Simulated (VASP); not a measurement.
Set up this calculation in VASP 6.6.1, as the native input.

| Quantity | Value |
| --- | --- |
| Task | single point |
| Functional | PBE |
| Potentials or basis | VASP PAW PBE potentials, release 64 (Hf_pv) |
| Cutoff | 520 eV |
| k mesh | 16 × 16 × 15 |
| Occupations | fermi-dirac, width 0.1 eV |
| Spin | no spin polarisation |
| Dipole correction | no |
| k mesh for the DOS | 24 × 24 × 23 |
| Occupations for the DOS | tetrahedron |
| Further INCAR settings | ALGO = Normal; EDIFF = 1e-06; NBANDS = 11 |

The system is Hf.

```xyz
1
Lattice="2.5310 0.0000 0.0000 -1.2655 2.1919 0.0000 0.0000 0.0000 2.4427" Properties=species:S:1:pos:R:3 pbc="T T T"
Hf    0.0000    0.0000    0.0000
```

This isn't the form of Hf at room conditions, which is hcp.

One way to write it, as run:

POSCAR

```
Hf
1.0
    2.5309716894      0.0000000000      0.0000000000
   -1.2654858447      2.1918857792      0.0000000000
    0.0000000000      0.0000000000      2.4426525540
Hf
1
Direct
    0.0000000000      0.0000000000      0.0000000000
```

INCAR.step1

```
  PREC = Accurate
  ENCUT = 520
  EDIFF = 1E-6
  ISMEAR = -1
  SIGMA = 0.1
  LREAL = F
  LASPH = T
  NELM = 80
  ALGO = Normal
  ISIF = 2
  LWAVE = F
  LCHARG = T
  LMAXMIX = 4
  GGA = PE
  NBANDS = 11
```

KPOINTS.step1

```
regular mesh
0
Gamma
  16 16 15
```

INCAR.step2

```
  PREC = Accurate
  ENCUT = 520
  EDIFF = 1E-6
  ISMEAR = -5
  SIGMA = 0.1
  LREAL = F
  LASPH = T
  NELM = 80
  ALGO = Normal
  ISIF = 2
  LWAVE = F
  LCHARG = F
  LMAXMIX = 4
  GGA = PE
  LORBIT = 11
  NBANDS = 11
  NEDOS = 2001
  ICHARG = 11
```

KPOINTS.step2

```
regular mesh
0
Gamma
  24 24 23
```

Potentials or basis: VASP PAW PBE potentials, release 64 (Hf_pv).

Launch:

```sh
$ cat potpaw_PBE.64/Hf_pv/POTCAR > POTCAR
$ cp INCAR.step1 INCAR
$ cp KPOINTS.step1 KPOINTS
$ mpirun -np 1 vasp_std > vasp.out
$ cp INCAR.step2 INCAR
$ cp KPOINTS.step2 KPOINTS
$ mpirun -np 1 vasp_std > vasp.out
```

It gave:

| Item | Value |
| --- | --- |
| Valence electrons inside the program's atomic spheres | Hf 9.76 |

It took 99 s on 1 thread of Intel Xeon 8259CL, with other jobs on the host, peak memory 0.24 GiB.
